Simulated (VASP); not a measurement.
# HfZrS3 (P4mm) in VASP: further runs, part 3 of 3

VASP 6.6.1. Earlier steps stand in the parts before.

### Step 7. Single point, PBE, collinear spin

This run uses another cell than the first one, of 20.68 Å³/atom.

Input file INCAR:

```
  ALGO = Normal
  EDIFF = 1E-6
  ENCUT = 520
  GGA = PE
  ISIF = 2
  ISMEAR = 0
  ISPIN = 2
  LASPH = True
  LCHARG = False
  LMAXMIX = 4
  LORBIT = 11
  LREAL = False
  LWAVE = False
  MAGMOM = 1 0 0 0 0
  NBANDS = 32
  NELM = 150
  PREC = Accurate
  SIGMA = 0.1
```

Input file KPOINTS:

```
k-points
0
Gamma
  4 4 4
```

Input file POSCAR:

```
HfZrS3
1.0
    4.1301333250      0.0000000000      0.0000000000
    0.0000000000      4.1301333250      0.0000000000
    0.0000000000      0.0000000000      6.0618046617
Zr Hf S
1 1 3
Direct
    0.0000000000      0.0000000000      0.4774690859
    0.0000000000      0.0000000000      0.9915009312
    0.5000000000      0.0000000000      0.2265043501
    0.0000000000      0.5000000000      0.2265043501
    0.5000000000      0.5000000000      0.7252450127
```

Potentials or basis: VASP PAW PBE potentials, release 64 (Zr_sv, Hf_pv, S).

Run with:

```bash
> cat potpaw_PBE.64/Zr_sv/POTCAR potpaw_PBE.64/Hf_pv/POTCAR potpaw_PBE.64/S/POTCAR > POTCAR
> mpirun -np 1 vasp_std > vasp.out
```

OUTCAR:

```text
EDIFF = 1E-6
   ENCUT = 520
   GGA = PE
   ISIF = 2
   ISMEAR = 0
   ISPIN = 2
   LASPH = True
   LORBIT = 11
   LREAL = False
   NELM = 150
   PREC = Accurate

 ion  position               nearest neighbor table
   1  0.000  0.000  0.477-   3 2.56   4 2.56   4 2.56   3 2.56   2 2.95   2 3.12   5 3.28   5 3.28
                             5 3.28   5 3.28
   2  0.000  0.000  0.992-   3 2.51   4 2.51   4 2.51   3 2.51   1 2.95   1 3.12
   3  0.500  0.000  0.227-   2 2.51   2 2.51   1 2.56   1 2.56
   4  0.000  0.500  0.227-   2 2.51   2 2.51   1 2.56   1 2.56
   5  0.500  0.500  0.725-   1 3.28   1 3.28   1 3.28   1 3.28

  LATTYP: Found a simple tetragonal cell.
 ALAT       =     4.1301333250
 C/A-ratio  =     1.4677019323

  Lattice vectors:

 A1 = (   4.1301333250,   0.0000000000,   0.0000000000)
 A2 = (   0.0000000000,   4.1301333250,   0.0000000000)
 A3 = (   0.0000000000,   0.0000000000,   6.0618046617)

Analysis of symmetry for initial positions (statically):
=====================================================================
 Subroutine PRICEL returns:
 Original cell was already a primitive cell.

 Routine SETGRP: Setting up the symmetry group for a
 simple tetragonal supercell.

 Subroutine GETGRP returns: Found  8 space group operations
 (whereof  8 operations were pure point group operations)
 out of a pool of 16 trial point group operations.

The static configuration has the point symmetry C_4v.

Analysis of symmetry for dynamics (positions and initial velocities):
=====================================================================
 Subroutine PRICEL returns:
 Original cell was already a primitive cell.

 Routine SETGRP: Setting up the symmetry group for a
 simple tetragonal supercell.

 Subroutine GETGRP returns: Found  8 space group operations
 (whereof  8 operations were pure point group operations)
 out of a pool of 16 trial point group operations.
[... 164 lines left out ...]

 E-fermi :   6.6890     XC(G=0): -10.3628

 val. band max:        6.6372700236   @ k =   0.5000   0.5000   0.5000
 cond. band min:       6.7375820273   @ k =   0.5000   0.0000   0.2500
 fundamental gap:      0.1003120037
 Fermi energy:         6.6890288444

 spin component 1

 k-point     1 :       0.0000    0.0000    0.0000
  band No.  band energies     occupation
      1     -43.4243      1.00000
      2     -25.4654      1.00000
      3     -25.4654      1.00000
      4     -25.2980      1.00000
      5     -21.5449      1.00000
      6     -21.5449      1.00000
[... 619 lines left out ...]
     31      12.7484      0.00000
     32      12.7484      0.00000
 Fermi energy:         6.6890288444

 spin component 2

 k-point     1 :       0.0000    0.0000    0.0000
  band No.  band energies     occupation
      1     -43.4243      1.00000
      2     -25.4654      1.00000
      3     -25.4654      1.00000
      4     -25.2980      1.00000
      5     -21.5449      1.00000
      6     -21.5449      1.00000
[... 619 lines left out ...]
     31      12.7482      0.00000
     32      12.7482      0.00000

------------------------ aborting loop because EDIFF is reached ----------------------------------------

  FORCE on cell =-STRESS in cart. coord.  units (eV):
  Direction    XX          YY          ZZ          XY          YZ          ZX
  --------------------------------------------------------------------------------------
  -------------------------------------------------------------------------------------
  Total       -0.1909807     -0.1909807     -0.2896348      0.0000000     -0.0000000      0.0000000
  in kB       -2.9591710     -2.9591710     -4.4877775      0.0000000     -0.0000000      0.0000000
  external PRESSURE =      -3.4687065 kB  Pullay stress =       0.0000000 kB

 VOLUME and BASIS-vectors are now :
 -----------------------------------------------------------------------------
  energy-cutoff  :      520.00
  volume of cell :      103.40
      direct lattice vectors                 reciprocal lattice vectors
     4.130133325  0.000000000  0.000000000     0.242122934  0.000000000  0.000000000
     0.000000000  4.130133325  0.000000000     0.000000000  0.242122934  0.000000000
     0.000000000  0.000000000  6.061804662     0.000000000  0.000000000  0.164967375

 POSITION                                       TOTAL-FORCE (eV/Angst)
 -----------------------------------------------------------------------------------
      0.00000      0.00000      2.89432         0.000000      0.000000     -0.017431
      0.00000      0.00000      6.01028         0.000000      0.000000      0.119250
      2.06507      0.00000      1.37303         0.000000      0.000000     -0.054545
      0.00000      2.06507      1.37303         0.000000     -0.000000     -0.054545
      2.06507      2.06507      4.39629         0.000000      0.000000      0.007273
 -----------------------------------------------------------------------------------
    total drift:                                0.000000      0.000000     -0.000608

  FREE ENERGIE OF THE ION-ELECTRON SYSTEM (eV)
  ---------------------------------------------------
  free  energy   TOTEN  =       -34.2226182378 eV

  energy  without entropy=      -34.2151937519  energy(sigma->0) =      -34.21890599

 total charge

# of ion       s       p       d       tot
------------------------------------------
    1        2.143   5.960   1.619   9.722
    2        0.299   6.341   1.558   8.198
    3        1.333   2.483   0.000   3.816
    4        1.333   2.483   0.000   3.816
    5        1.350   2.252   0.000   3.603
--------------------------------------------------
tot          6.458  19.519   3.177  29.154

 magnetization (x)

# of ion       s       p       d       tot
------------------------------------------
    1       -0.000   0.000  -0.000  -0.000
    2       -0.000  -0.000  -0.000  -0.000
    3        0.000   0.000   0.000   0.000
    4        0.000   0.000   0.000   0.000
    5       -0.000   0.000   0.000   0.000
--------------------------------------------------
tot         -0.000   0.000  -0.000  -0.000
```

OSZICAR:

```text
N       E                     dE             d eps       ncg     rms          rms(c)
DAV:   1     0.256145845290E+03    0.25615E+03   -0.19186E+04  2304   0.114E+03
DAV:   2    -0.180038759835E+02   -0.27415E+03   -0.26324E+03  2792   0.297E+02
DAV:   3    -0.368971469223E+02   -0.18893E+02   -0.18561E+02  3584   0.628E+01
DAV:   4    -0.377604087111E+02   -0.86326E+00   -0.85829E+00  3312   0.110E+01
DAV:   5    -0.377904557807E+02   -0.30047E-01   -0.30046E-01  3264   0.147E+00    0.413E+01
DAV:   6    -0.342699009085E+02    0.35206E+01   -0.92764E+00  2680   0.132E+01    0.271E+01
DAV:   7    -0.342316921478E+02    0.38209E-01   -0.13019E+00  2888   0.529E+00    0.139E+01
DAV:   8    -0.342421873912E+02   -0.10495E-01   -0.37566E-01  2992   0.262E+00    0.425E+00
DAV:   9    -0.342239285667E+02    0.18259E-01   -0.91178E-02  2864   0.123E+00    0.106E+00
DAV:  10    -0.342225294672E+02    0.13991E-02   -0.85668E-03  2944   0.435E-01    0.687E-01
DAV:  11    -0.342226146946E+02   -0.85227E-04   -0.16541E-03  2928   0.202E-01    0.195E-01
DAV:  12    -0.342226282701E+02   -0.13576E-04   -0.23410E-04  3256   0.776E-02    0.890E-02
DAV:  13    -0.342226188957E+02    0.93744E-05   -0.35669E-05  3024   0.306E-02    0.305E-02
DAV:  14    -0.342226182378E+02    0.65785E-06   -0.46949E-06  2936   0.109E-02
   1 F= -.34222618E+02 E0= -.34218906E+02  d E =-.742449E-02  mag=    -0.0000
```

It took 46 s on 1 thread of AMD EPYC 9R45 (Zen 5), shared host; peak memory 0.27 GiB.

What came out:

```
Free energy                                           : -34.2226 eV
Pressure                                              : -0.3 GPa
Largest force                                         : 0.119 eV/Å
Band gap on the k mesh                                : zero (filled and empty bands overlap)
Net moment                                            : 0.00 μB per cell
Valence electrons inside the program's atomic spheres : Zr 9.72; Hf 8.20; S 3.82, 3.60 (each value once)
```

Forces on the atoms (eV/Å):
```
Zr   0.000  0.000 -0.017
Hf   0.000  0.000  0.119
S    0.000  0.000 -0.055
S    0.000  0.000 -0.055
S    0.000  0.000  0.007
```

Levels at points of the mesh, in eV from the Fermi level:
Spin up:
```tsv
k point	band 16	band 17	band 18	band 19	band 20	band 21	band 22	band 23	band 24	band 25
(0.00, 0.00, 0.00)	-2.88	-2.67	-1.41	-0.59	-0.59	0.08	0.34	0.52	1.49	1.92
(0.50, 0.00, 0.00)	-4.06	-2.73	-2.04	-1.95	-1.10	-0.23	0.49	1.18	1.85	2.42
(0.50, 0.50, 0.00)	-3.94	-3.36	-2.59	-0.86	1.10	1.14	1.46	1.70	1.70	1.72
(0.00, 0.00, 0.50)	-2.77	-2.77	-0.93	-0.93	-0.42	-0.26	0.33	1.09	1.16	1.16
(0.50, 0.00, 0.50)	-3.44	-3.13	-2.82	-2.00	-0.11	0.36	0.37	0.86	1.25	1.72
(0.50, 0.50, 0.50)	-3.54	-2.56	-1.95	-0.65	-0.05	0.95	0.99	0.99	1.07	1.15
```
Spin down:
| k point | band 17 | band 18 | band 19 | band 20 | band 21 | band 22 | band 23 | band 24 |
| --- | --- | --- | --- | --- | --- | --- | --- | --- |
| (0.00, 0.00, 0.00) | -2.67 | -1.41 | -0.59 | -0.59 | 0.08 | 0.34 | 0.52 | 1.49 |
| (0.50, 0.00, 0.00) | -2.73 | -2.04 | -1.95 | -1.10 | -0.23 | 0.49 | 1.18 | 1.85 |
| (0.50, 0.50, 0.00) | -3.36 | -2.59 | -0.86 | 1.10 | 1.14 | 1.46 | 1.70 | 1.70 |
| (0.00, 0.00, 0.50) | -2.77 | -0.93 | -0.93 | -0.42 | -0.26 | 0.33 | 1.09 | 1.16 |
| (0.50, 0.00, 0.50) | -3.13 | -2.82 | -2.00 | -0.11 | 0.36 | 0.37 | 0.86 | 1.25 |
| (0.50, 0.50, 0.50) | -2.56 | -1.95 | -0.65 | -0.05 | 0.95 | 0.99 | 0.99 | 1.07 |

Caveat: the k points lie up to 0.38 Å⁻¹ apart, too coarse for converged energies and pressures of a metal; spin-orbit coupling is left out, which moves the levels of the heavy elements.

### Step 8. Summary

```csv
task,spin,cell,k mesh,cutoff (eV),smearing,gap on the mesh (eV),pressure (GPa),largest force (eV/Å)
single point,off,"a = 3.916, b = 3.916, c = 6.669 Å, 5 atoms, atomic positions A",4 × 4 × 4,520,gaussian 0.1 eV,none,33.1,8.87
single point,off,"a = 4.130, b = 4.130, c = 6.062 Å, 5 atoms, atomic positions B",4 × 4 × 4,520,gaussian 0.1 eV,none,-0.3,0.12
relaxation of cell and atoms,off,"relaxed from a = 3.916, b = 3.916, c = 6.669 Å, 5 atoms, atomic positions A",4 × 4 × 4,600,gaussian 0.1 eV,none,0.0,0.03
single point,off,"a = 4.117, b = 4.117, c = 6.084 Å, 5 atoms, atomic positions C",10 × 10 × 6,520,gaussian 0.1 eV,none,-0.4,0.12
single point,off,"a = 4.117, b = 4.117, c = 12.168 Å, 10 atoms, atomic positions D",6 × 6 × 2,520,gaussian 0.2 eV,none,-0.4,0.11
single point,collinear,"a = 4.130, b = 4.130, c = 6.062 Å, 5 atoms, atomic positions B",4 × 4 × 4,520,gaussian 0.1 eV,none,-0.3,0.12
```

Alike in all rows: level PBE; potentials or basis VASP PAW PBE potentials, release 64 (Zr_sv, Hf_pv, S).

Caveats: some runs use coarse meshes; spin-orbit coupling is left out, which moves the levels of the heavy elements; forces of over 1 eV/Å act on the atoms, so gaps and moduli don't describe the material at rest (at least some runs).

Absolute energies hang on the potentials; compare differences alone.

The gap in the log of VASP goes by the Fermi energy; the results here count the filled bands.